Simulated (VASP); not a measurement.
Wanted: the native input for a VASP 6.6.1 run.

| Property | Result |
| --- | --- |
| Task | relaxation of cell and atoms |
| Functional | PBE |
| Potentials or basis | VASP PAW PBE potentials, release 64 (Al) |
| Cutoff | 600 eV |
| k mesh | 18 × 18 × 10 |
| Occupations | gaussian, width 0.1 eV |
| Spin | no spin polarisation |
| Dipole correction | no |
| Further INCAR settings | ALGO = Normal; EDIFF = 1e-06; IBRION = 2; EDIFFG = -0.005; NSW = 100; ISIF = 3 |

The structure of Al lies in POSCAR:

```
Al
1.0
    2.8635070000      0.0000000000      0.0000000000
   -1.4317530000      2.4798700000      0.0000000000
    0.0000000000      0.0000000000      4.6760870000
Al
2
Direct
    0.0000000000      0.0000000000      0.0000000000
    0.3333333300      0.6666666700      0.5000000000
```

This isn't the form of Al at room conditions, which is fcc.

The input as run:

INCAR

```
  PREC = Accurate
  ENCUT = 600
  EDIFF = 1E-6
  ISMEAR = 0
  SIGMA = 0.1
  LREAL = False
  LASPH = True
  NELM = 60
  ALGO = Normal
  ISIF = 3
  LWAVE = False
  LCHARG = False
  GGA = PE
  IBRION = 2
  NSW = 100
  EDIFFG = -0.005
```

KPOINTS

```
regular mesh
0
Gamma
  18 18 10
```

Potentials or basis: VASP PAW PBE potentials, release 64 (Al).

Run with:

```console
$ cat potpaw_PBE.64/Al/POTCAR > POTCAR
$ mpirun -np 1 vasp_std > vasp.out
```

It gave:

```yaml
Relaxed_volume: 16.64 Å³/atom
Relaxed_cell: a = 2.869 Å, b = 2.869 Å, c = 4.669 Å, α = 90.00°, β = 90.00°, γ = 120.00°
Space_group_after_relaxing_to_0.1_Å: P6_3/mmc (No. 194)
Energy_gained_by_relaxing: 0.0 meV/atom
Ionic_steps: 5
Pressure_after_relaxing: 0.0 GPa
Band_gap_on_the_k_mesh: zero (bands 3 and 4 overlap by 7.36 eV)
```

Run time: 79 s on 1 thread of AMD EPYC 7R13 Processor (Zen 3), with other jobs on the host, peak memory 0.16 GiB.
